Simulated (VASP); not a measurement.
Write the native input for VASP 6.6.1 that does the following.

* Task: relaxation of cell and atoms
* Functional: LDA
* Potentials or basis: VASP PAW LDA potentials, release 64 (Sr_sv, O)
* Cutoff: 600 eV
* k mesh: 8 × 8 × 8
* Occupations: fermi-dirac, width 0.02 eV
* Spin: no spin polarisation
* Dipole correction: no
* Further INCAR settings: ALGO = Normal; EDIFF = 1e-06; IBRION = 2; EDIFFG = -0.005; NSW = 80; ISIF = 3

The structure of SrO lies in POSCAR:

```
SrO
1.0
    3.1335790780      0.0000000000      0.0000000000
    0.0000000000      3.1335790780      0.0000000000
    0.0000000000      0.0000000000      3.1335790780
Sr O
1 1
Direct
    0.0000000000      0.0000000000      0.0000000000
    0.5000000000      0.5000000000      0.5000000000
```

These files were run (other wordings do the same):

INCAR

```
ALGO = Normal
EDIFF = 1E-6
EDIFFG = -0.005
ENCUT = 600
IBRION = 2
ISIF = 3
ISMEAR = -1
LASPH = True
LCHARG = False
LREAL = False
LWAVE = False
NELM = 80
NSW = 80
PREC = Accurate
SIGMA = 0.02
```

KPOINTS

```
k-points
0
Gamma
  8 8 8
```

Potentials or basis: VASP PAW LDA potentials, release 64 (Sr_sv, O).

The run is started by

```console
$ cat potpaw_LDA.64/Sr_sv/POTCAR potpaw_LDA.64/O/POTCAR > POTCAR
$ mpirun -np 1 vasp_std > vasp.out
```

Results of the run:

```yaml
Relaxed_volume: 14.17 Å³/atom
Relaxed_cell: a = 3.049 Å, b = 3.049 Å, c = 3.049 Å, α = 90.00°, β = 90.00°, γ = 90.00°
Space_group_after_relaxing_to_0.05_Å: Pm-3m (No. 221)
Energy_gained_by_relaxing: 31.6 meV/atom
Ionic_steps: 3
Pressure_after_relaxing: 0.0 GPa
Band_gap_on_the_k_mesh: 2.58 eV, indirect (least direct gap 2.60 eV)
```

It took 62 s on 1 thread of Intel Xeon 8259CL, on a shared host, peak memory 0.16 GiB.
